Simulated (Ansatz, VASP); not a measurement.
# KNa3Ge: VASP beside Ansatz

Contents of INCAR:

```
PREC = Accurate
ENCUT = 520
EDIFF = 1E-6
ISMEAR = 0
SIGMA = 0.1
LREAL = F
LASPH = T
NELM = 80
ALGO = Normal
ISIF = 2
LWAVE = F
LCHARG = T
GGA = PE
LELF = T
LVHAR = T
NBANDS = 30
```

KPOINTS

```
Automatic mesh
0
Gamma
  4 4 4
```

The input POSCAR:

```
KNa3Ge
1.0
    5.1061290100      0.0000000000      0.0000000000
    0.0000000000      5.1061290100      0.0000000000
    0.0000000000      0.0000000000      5.1061290100
K Na Ge
1 3 1
Direct
    0.0000000000      0.0000000000      0.0000000000
    0.0000000000      0.5000000000      0.5000000000
    0.5000000000      0.0000000000      0.5000000000
    0.5000000000      0.5000000000      0.0000000000
    0.5000000000      0.5000000000      0.5000000000
```

Input for Ansatz:

```yaml
crystal:
  lattice:
    - [5.10612901, 0.0, 0.0]
    - [0.0, 5.10612901, 0.0]
    - [0.0, 0.0, 5.10612901]
  atoms:
    - { symbol: K, position: [0.0, 0.0, 0.0] }
    - { symbol: Na, position: [0.0, 0.5, 0.5] }
    - { symbol: Na, position: [0.5, 0.0, 0.5] }
    - { symbol: Na, position: [0.5, 0.5, 0.0] }
    - { symbol: Ge, position: [0.5, 0.5, 0.5] }
basis:
  ecutwfc: 420
kpoints:
  mp_grid: { grid: [4, 4, 4] }
hamiltonian:
  xc: pbe
scf:
  occupations: { method: gaussian, width: 0.1 }
  lower_state_search: "off"
output:
  forces: true
  stress: true
  eigenvalues: true
```

Alike in both runs: task single point; functional PBE; k mesh 4 × 4 × 4; occupations gaussian, width 0.1 eV; no spin polarisation.

|  | VASP | Ansatz |
| --- | --- | --- |
| version | VASP 6.6.1 | Ansatz 0.2.0 |
| potentials or method | VASP PAW PBE potentials, release 64 (K_sv, Na_pv, Ge_d), cutoff 520 eV | scalar-relativistic, plane waves, PAW |
| valence electrons in the cell | 44 | 50 |

|  | VASP | Ansatz | Ansatz less VASP |
| --- | --- | --- | --- |
| gap on the k mesh at the Fermi level (eV) | none | none | - |
| pressure (GPa) | 9.1 | 9.0 | -0.02 |

A gap of «none» marks a metal or a gap that the smearing closes. VASP's potentials hold 44 valence electrons a cell and Ansatz's 50, so a difference there can come from the potentials and not from the codes.
